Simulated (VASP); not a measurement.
# NiO2 (P-3m1) in VASP: notebook, part 2 of 2

VASP 6.6.1. Earlier steps stand in the parts before.

## Step 5: Single point, LDA (c/a of the conventional cell at fixed volume 1.3905)

Input file INCAR:

```
PREC = Accurate ; ENCUT = 520
EDIFF = 1E-6 ; ISMEAR = 0
SIGMA = 0.05 ; LREAL = F
LASPH = T ; NELM = 60
ALGO = Normal ; ISIF = 2
LWAVE = F ; LCHARG = F
NBANDS = 18
```

Input file KPOINTS:

```
regular mesh
0
Gamma
  12 12 6
```

Input file POSCAR:

```
NiO2
1.0
    2.8475295614      0.0000000000      0.0000000000
   -1.4237647807      2.4660329382      0.0000000000
    0.0000000000      0.0000000000      3.9594898551
Ni O
1 2
Direct
    0.0000000000      0.0000000000      0.5000000000
    0.6666666667      0.3333333333      0.7542852723
    0.3333333333      0.6666666667      0.2457147277
```

Potentials or basis: VASP PAW LDA potentials, release 64 (Ni, O).

Run with:

```console
$ cat potpaw_LDA.64/Ni/POTCAR potpaw_LDA.64/O/POTCAR > POTCAR
$ mpirun -np 1 vasp_std > vasp.out
```

OUTCAR:

```text
PREC = Accurate
   ENCUT = 520
   EDIFF = 1E-6
   ISMEAR = 0
   LREAL = F
   LASPH = T
   NELM = 60
   ISIF = 2

 ion  position               nearest neighbor table
   1  0.000  0.000  0.500-   2 1.93   3 1.93   2 1.93   3 1.93   2 1.93   3 1.93
   2  0.667  0.333  0.754-   1 1.93   1 1.93   1 1.93
   3  0.333  0.667  0.246-   1 1.93   1 1.93   1 1.93

  LATTYP: Found a hexagonal cell.
 ALAT       =     2.8475295614
 C/A-ratio  =     1.3905000000

  Lattice vectors:

[... 194 lines left out ...]
      5      -1.1317      2.00000
      6       1.9330      2.00000
[... 481 lines left out ...]
      5      -0.8782      2.00000
      6       0.9620      2.00000
[... 10 lines left out ...]
     17      20.9444      0.00000
     18      23.1092      0.00000

 [... further k-points ...]
[... 5 lines left out ...]
  --------------------------------------------------------------------------------------
  -------------------------------------------------------------------------------------
  Total       -4.1169594     -4.1169594     -3.5622279     -0.0000000      0.0000000      0.0000000
  in kB     -237.2361208   -237.2361208   -205.2702121     -0.0000000      0.0000000      0.0000000
  external PRESSURE =    -226.5808179 kB  Pullay stress =       0.0000000 kB

 VOLUME and BASIS-vectors are now :
 -----------------------------------------------------------------------------
  energy-cutoff  :      520.00
  volume of cell :       27.80
      direct lattice vectors                 reciprocal lattice vectors
     2.847529561  0.000000000  0.000000000     0.351181604  0.202754794  0.000000000
    -1.423764781  2.466032938  0.000000000     0.000000000  0.405509588  0.000000000
     0.000000000  0.000000000  3.959489855     0.000000000  0.000000000  0.252557788

 POSITION                                       TOTAL-FORCE (eV/Angst)
 -----------------------------------------------------------------------------------
      0.00000      0.00000      1.97974         0.000000      0.000000      0.000000
      1.42376      0.82201      2.98658         0.000000     -0.000000     -2.065147
     -0.00000      1.64402      0.97290        -0.000000      0.000000      2.065147
 -----------------------------------------------------------------------------------
    total drift:                                0.000000      0.000000      0.000000

  FREE ENERGIE OF THE ION-ELECTRON SYSTEM (eV)
  ---------------------------------------------------
  free  energy   TOTEN  =       -19.8349273322 eV

  energy  without entropy=      -19.8349273290  energy(sigma->0) =      -19.83492733
```

OSZICAR:

```text
N       E                     dE             d eps       ncg     rms          rms(c)
DAV:   1     0.150628242238E+03    0.15063E+03   -0.11803E+04  3648   0.153E+03
DAV:   2    -0.151104327772E+02   -0.16574E+03   -0.15463E+03  3782   0.323E+02
DAV:   3    -0.275633398033E+02   -0.12453E+02   -0.12289E+02  4226   0.999E+01
DAV:   4    -0.277144128144E+02   -0.15107E+00   -0.15094E+00  4308   0.110E+01
DAV:   5    -0.277164819747E+02   -0.20692E-02   -0.20689E-02  4194   0.131E+00    0.260E+01
DAV:   6    -0.379687529975E+02   -0.10252E+02   -0.56175E+01  4534   0.179E+02    0.509E+01
DAV:   7    -0.201725337232E+02    0.17796E+02   -0.20753E+01  4196   0.112E+02    0.649E+00
DAV:   8    -0.199074867530E+02    0.26505E+00   -0.33781E+00  5252   0.374E+01    0.342E+00
DAV:   9    -0.200016769654E+02   -0.94190E-01   -0.94076E-01  4672   0.274E+01    0.392E+00
DAV:  10    -0.198486624695E+02    0.15301E+00   -0.22031E-01  4098   0.126E+01    0.867E-01
DAV:  11    -0.198386144704E+02    0.10048E-01   -0.23625E-02  5008   0.232E+00    0.595E-01
DAV:  12    -0.198349916446E+02    0.36228E-02   -0.48569E-03  4986   0.199E+00    0.105E-01
DAV:  13    -0.198350108163E+02   -0.19172E-04   -0.10999E-03  3902   0.290E-01    0.894E-02
DAV:  14    -0.198349462010E+02    0.64615E-04   -0.46538E-05  5002   0.191E-01    0.405E-02
DAV:  15    -0.198349274337E+02    0.18767E-04   -0.44862E-05  4240   0.198E-01    0.812E-03
DAV:  16    -0.198349273322E+02    0.10158E-06   -0.68661E-06  3882   0.277E-02
   1 F= -.19834927E+02 E0= -.19834927E+02  d E =-.314315E-08
```

Run time: 37 s. Hardware: 1 thread of Intel Xeon 6975P-C, shared host; peak memory 0.17 GiB.

What came out:

* Free energy: -19.8349 eV
* Pressure: -22.7 GPa
* Largest force: 2.065 eV/Å
* Band gap on the k mesh: 0.34 eV, indirect (least direct gap 0.50 eV)

Forces in eV/Å, atoms in the order of the input:
```
Ni   0.000  0.000  0.000
O    0.000  0.000 -2.065
O    0.000  0.000  2.065
```

Caveat: forces of over 1 eV/Å act on the atoms, so gaps and moduli don't describe the material at rest. Spin polarisation is off, so any magnetic state and its effect on volume and gap are missing.

## Step 6: Single point, LDA (c/a of the conventional cell at fixed volume 1.5224)

Input file INCAR:

```
PREC = Accurate
ENCUT = 520
EDIFF = 1E-6
ISMEAR = 0
SIGMA = 0.05
LREAL = F
LASPH = T
NELM = 80
ALGO = Normal
ISIF = 2
LWAVE = F
LCHARG = F
GGA = CA
NBANDS = 18
```

KPOINTS is that of step 5.

Input file POSCAR:

```
NiO2
1.0
    2.7627792314      0.0000000000      0.0000000000
   -1.3813896157      2.3926369995      0.0000000000
    0.0000000000      0.0000000000      4.2061363981
Ni O
1 2
Direct
    0.0000000000      0.0000000000      0.5000000000
    0.6666666667      0.3333333333      0.6829609091
    0.3333333333      0.6666666667      0.3170390909
```

Potentials or basis: VASP PAW LDA potentials, release 64 (Ni, O).

Run with:

```console
$ cat potpaw_LDA.64/Ni/POTCAR potpaw_LDA.64/O/POTCAR > POTCAR
$ mpirun -np 1 vasp_std > vasp.out
```

It took 16 s on 1 thread of Intel Xeon 6975P-C (Granite Rapids), shared host; peak memory 0.16 GiB.

The run converged. Its results:

| Property | Result |
| --- | --- |
| Free energy | -19.6384 eV |
| Pressure | 31.4 GPa |
| Largest force | 3.508 eV/Å |
| Band gap on the k mesh | 0.71 eV, indirect (least direct gap 1.28 eV) |

Forces in eV/Å, atoms in the order of the input:
```
Ni   0.000  0.000  0.000
O    0.000  0.000  3.508
O    0.000  0.000 -3.508
```

Stress tensor (GPa, compression positive):
```
32.23  0.00  0.00
 0.00 32.23  0.00
 0.00  0.00 29.74
```

Levels at points of the mesh, in eV from the valence-band top:
| k point | band 8 | band 9 | band 10 | band 11 | band 12 | band 13 | band 14 | band 15 |
| --- | --- | --- | --- | --- | --- | --- | --- | --- |
| (0.00, 0.00, 0.00) | -1.86 | -1.86 | -1.44 | -0.34 | 2.39 | 2.39 | 7.81 | 11.25 |
| (0.50, 0.00, 0.00) | -2.65 | -2.46 | -2.45 | -1.28 | 1.30 | 2.42 | 12.54 | 12.66 |
| (0.00, 0.00, 0.50) | -2.90 | -1.90 | -1.90 | 0.00 | 2.44 | 2.44 | 9.57 | 11.32 |
| (0.50, 0.00, 0.50) | -2.65 | -2.43 | -1.69 | -1.41 | 1.30 | 2.31 | 11.02 | 13.09 |

Caveat: forces of over 1 eV/Å act on the atoms, so gaps and moduli don't describe the material at rest. Spin polarisation is off, so any magnetic state and its effect on volume and gap are missing.

## Step 7: Overview

| cell | gap on the mesh (eV) | pressure (GPa) | largest force (eV/Å) |
| --- | --- | --- | --- |
| a = 2.724, b = 2.724, c = 4.327 Å, angles 90.0, 90.0, 120.0°, 3 atoms | 0.80 | 3.9 | 0.05 |
| a = 2.848, b = 2.848, c = 3.959 Å, angles 90.0, 90.0, 120.0°, 3 atoms | 0.34 | -22.7 | 2.07 |
| a = 2.653, b = 2.653, c = 4.563 Å, angles 90.0, 90.0, 120.0°, 3 atoms | 0.94 | 9.3 | 0.36 |
| a = 2.763, b = 2.763, c = 4.206 Å, angles 90.0, 90.0, 120.0°, 3 atoms | 0.71 | 31.4 | 3.51 |

Some of these runs hold the atoms at other places in the same cell, which the table doesn't show; runs alike in all that it shows share one row.

Alike in all rows: task single point; level LDA; potentials or basis VASP PAW LDA potentials, release 64 (Ni, O); no spin polarisation; k mesh 12 × 12 × 6; cutoff (eV) 520; smearing gaussian 0.05 eV.

Caveats: forces of over 1 eV/Å act on the atoms, so gaps and moduli don't describe the material at rest (some runs).

Absolute energies hang on the potentials; compare differences alone.
